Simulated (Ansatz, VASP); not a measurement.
**MoS2: VASP beside Ansatz**

Contents of POSCAR:

```
MoS2
1.0
    3.2274645616      0.0000000000      0.0000000000
   -1.6137322808      2.7950663001      0.0000000000
    0.0000000000      0.0000000000      6.3124734200
Mo S
1 2
Direct
    0.0000000000      0.0000000000      0.5000000000
    0.6666666667      0.3333333333      0.7446806800
    0.3333333333      0.6666666667      0.2553193200
```

Contents of INCAR.step1:

```
SYSTEM = MoS2
PREC = Accurate
ENCUT = 520
EDIFF = 1E-5
ISMEAR = -1
SIGMA = 0.05
LREAL = .FALSE.
LASPH = .TRUE.
NELM = 80
ALGO = Normal
ISIF = 2
LWAVE = .TRUE.
NBANDS = 20
GGA = PE
```

File INCAR.step2:

```
SYSTEM = MoS2
PREC = Accurate
ENCUT = 520
EDIFF = 1E-6
ISMEAR = -1
SIGMA = 0.05
LREAL = .FALSE.
LASPH = .TRUE.
NELM = 80
ALGO = Normal
ISIF = 2
LWAVE = .FALSE.
LCHARG = .TRUE.
GGA = PS
LHFCALC = .TRUE.
AEXX = 0.25
HFSCREEN = 0.207
PRECFOCK = Normal
LELF = .TRUE.
LVHAR = .TRUE.
NBANDS = 20
ISTART = 1
```

KPOINTS

```
regular mesh
0
G
  5 5 2
  0 0 0
```

Contents of input.yaml:

```yaml
crystal:
  lattice:
    - [3.2274645616, 0.0, 0.0]
    - [-1.6137322808, 2.7950663001, 0.0]
    - [0.0, 0.0, 6.31247342]
  atoms:
    - { symbol: Mo, position: [0.0, 0.0, 0.5] }
    - { symbol: S, position: [0.6666666667, 0.3333333333, 0.74468068] }
    - { symbol: S, position: [0.3333333333, 0.6666666667, 0.25531932] }
hamiltonian:
  xc:
    exchange: hjs_pbesol
    correlation: pbesol
    exx: { coeff: 0.25, omega: 0.207 }
  pseudopotentials: { kind: paw }
kpoints:
  mp_grid: { grid: [5, 5, 2] }
  band_path:
    path:
      - [[0.0, 0.0, 0.0], [0.5, 0.0, 0.0], [0.3333333333, 0.3333333333, 0.0], [0.0, 0.0, 0.0], [0.0, 0.0, 0.5], [0.5, 0.0, 0.5], [0.3333333333, 0.3333333333, 0.5], [0.0, 0.0, 0.5]]
      - [[0.5, 0.0, 0.5], [0.5, 0.0, 0.0]]
      - [[0.3333333333, 0.3333333333, 0.0], [0.3333333333, 0.3333333333, 0.5]]
    npoints: 4
scf:
  occupations: { method: fermi_dirac, width: 0.05 }
  n_extra_bands: 7
output:
  forces: true
  stress: true
  eigenvalues: true
  fatbands: false
```

Alike in both runs: functional PBEsol-based screened hybrid; k mesh 5 × 5 × 2; occupations fermi-dirac, width 0.05 eV; no spin polarisation.

|  | VASP | Ansatz |
| --- | --- | --- |
| version | VASP 6.6.1 | Ansatz 0.2.0 |
| potentials or method | VASP PAW PBE potentials, release 64 (Mo_sv, S) | Ansatz PAW |
| plane-wave cutoff (eV) | 520 | 420 |
| valence electrons in the cell | 26 | 26 |
| task | single point | band structure |

|  | VASP | Ansatz | Ansatz less VASP |
| --- | --- | --- | --- |
| gap on the k mesh at the Fermi level (eV) | none | none | - |
| pressure (GPa) | -6.1 | -6.0 | +0.10 |
| traceless stress, the component that is largest in VASP (GPa) | 0.45 | 0.43 | -0.015 |
| rms of the force components (eV/Å) | 0.247 | 0.244 | -0.0030 |

VASP's potentials were made for PBE, not for PBEsol-based screened hybrid. Atom by atom the forces differ by 0.003 eV/Å (rms over components). A gap of «none» marks a metal or a gap that the smearing closes.

The k mesh is coarse, so the values compare programs but aren't converged.
